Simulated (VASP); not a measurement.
**Si3N4: relaxation of cell and atoms with r2SCAN**

The system is Si3N4.

```
CELL_PARAMETERS angstrom
4.13078 0.00000 0.00000
0.00000 4.13078 0.00000
0.00000 0.00000 4.13078
ATOMIC_POSITIONS crystal
Si 0.00000 0.00000 0.50000
Si 0.50000 0.00000 0.00000
Si 0.00000 0.50000 0.00000
N 0.23952 0.23952 0.76048
N 0.76048 0.76048 0.76048
N 0.23952 0.76048 0.23952
N 0.76048 0.23952 0.23952
```

- Program: VASP 6.6.1
- Task: relaxation of cell and atoms
- Functional: r2SCAN
- Potentials or basis: VASP PAW PBE potentials, release 64 (Si, N)
- Cutoff: 600 eV
- k mesh: 7 × 7 × 7
- Occupations: fermi-dirac, width 0.05 eV
- Spin: no spin polarisation
- Dipole correction: no
- Further INCAR settings: ALGO = Normal; EDIFF = 1e-06; IBRION = 2; EDIFFG = -0.01; NSW = 60; ISIF = 3

```
Relaxed volume                         : 9.86 Å³/atom
Relaxed cell                           : a = 4.102 Å, b = 4.102 Å, c = 4.102 Å, α = 90.00°, β = 90.00°, γ = 90.00°
Space group after relaxing (to 0.05 Å) : P-43m (No. 215)
Energy gained by relaxing              : 4.3 meV/atom
Ionic steps                            : 3
Pressure after relaxing                : -0.1 GPa
Largest force after relaxing           : 0.009 eV/Å
Band gap on the k mesh                 : 3.34 eV, indirect (least direct gap 3.52 eV)
```

Forces in eV/Å, atoms in the order of the input:
```
Si   0.000  0.000  0.000
Si   0.000  0.000  0.000
Si   0.000  0.000  0.000
N    0.005  0.005 -0.005
N   -0.005 -0.005 -0.005
N    0.005 -0.005  0.005
N   -0.005  0.005  0.005
```

Step by step:
| step | energy change (eV) | largest force (eV/Å) | pressure (GPa) | volume (Å³) |
| --- | --- | --- | --- | --- |
| 1 | 0.0000 | 0.2973 | -5.76 | 70.48 |
| 2 | 0.0427 | 0.5282 | 9.70 | 66.86 |
| 3 | -0.0300 | 0.0089 | -0.10 | 69.04 |

Final structure:
```
Si N
1.0
     4.10229    0.00000    0.00000
     0.00000    4.10229    0.00000
     0.00000    0.00000    4.10229
Si N
3 4
Cartesian
  0.0000 0.0000 2.0511
  2.0511 0.0000 0.0000
  0.0000 2.0511 0.0000
  0.9794 0.9794 3.1229
  3.1229 3.1229 3.1229
  0.9794 3.1229 0.9794
  3.1229 0.9794 0.9794
```

Levels at points of the mesh, in eV from the valence-band top:
```
           k point  band 12  band 13  band 14  band 15  band 16  band 17  band 18  band 19  band 20
(0.00, 0.00, 0.00)    -3.47    -3.47    -0.18    -0.18    -0.18     3.34     3.34     3.34     5.13
```

Wall time 120 s on 1 thread of Intel(R) Xeon(R) 6975P-C (Granite Rapids) (shared host), peak memory 0.22 GiB.

Caveat: the PAW data sets were made with another functional, which shifts forces and pressure a little. A k mesh can miss the band edges.
